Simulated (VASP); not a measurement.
Set up this calculation in VASP 6.6.1, as the native input.

```
Task                   : single point
Functional             : PBEsol
Potentials or basis    : VASP PAW PBE potentials, release 64 (O, C, H)
Cutoff                 : 520 eV
k mesh                 : 1 × 1 × 1
Occupations            : fermi-dirac, width 0.02 eV
Spin                   : no spin polarisation
Dipole correction      : no
Further INCAR settings : LREAL = Auto; ALGO = Normal; EDIFF = 1e-07; NBANDS = 58
```

The structure of H2C2O3 lies in POSCAR:

```
H2C2O3
1.0
    7.1334920000      0.0000000000      0.0000000000
    0.0000000000      7.1334920000      0.0000000000
    0.0000000000      0.0000000000      7.1334920000
O C H
9 6 6
Direct
    0.7198998751      0.0052709108      0.7444320397
    0.8119866119      0.1261513996      1.0511682077
    0.7300211453      0.6828773341      0.2011777682
    0.5032878708      0.9204047611      0.1494639652
    0.0490222741      0.4776202174      0.0548118649
    0.3295580902      0.4119721449     -0.0897596857
    0.0419009372      0.3801364044      0.5758610229
    1.1057697969      0.8418037057      0.2583727577
    0.4724193985      0.3332168873      0.4994187980
    0.8304207813      0.0754889751      0.8860597306
    0.5570763940      0.7641278633      0.1815239997
    0.2279108184      0.5098344541      0.0008551212
   -0.0684938036      0.4742978614      0.5074513296
    1.0721116670      0.8311917922      0.4160514934
    0.5446981647      0.4535646777      0.4241821537
    0.5840898118      0.0513072700      0.7797163016
    0.9967628757      0.0386767098      0.8113557848
    0.8128557514      0.7888282485      0.1692579174
    0.4533684204      0.6410885440      0.2323266081
    0.0034905766      0.3456511902      0.0541670195
    0.2810825329      0.6561022288      0.0152099421
```

These files were run (other wordings do the same):

INCAR

```
SYSTEM = H2C2O3
PREC = Accurate
ENCUT = 520
EDIFF = 1E-7
ISMEAR = -1
SIGMA = 0.02
LREAL = Auto
LASPH = .TRUE.
NELM = 80
ALGO = Normal
ISIF = 2
LWAVE = .FALSE.
LCHARG = .FALSE.
GGA = PS
NBANDS = 58
```

KPOINTS

```
Automatic mesh
0
G
  1 1 1
  0 0 0
```

Potentials or basis: VASP PAW PBE potentials, release 64 (O, C, H).

Command:

```bash
$ cat potpaw_PBE.64/O/POTCAR potpaw_PBE.64/C/POTCAR potpaw_PBE.64/H/POTCAR > POTCAR
$ mpirun -np 1 vasp_gam > vasp.out
```

Results of the run:

```yaml
Pressure: -1.3 GPa
Largest_force: 4.896 eV/Å
```

Caveat: the k points lie up to 0.88 Å⁻¹ apart, too coarse for converged energies, forces and pressures; the atoms stand as in a frame of molecular dynamics; the PAW data sets were made with another functional, which shifts forces and pressure a little.

It took 100 s on 1 thread of Intel Xeon 8259CL, with other jobs on the host, peak memory 0.36 GiB.
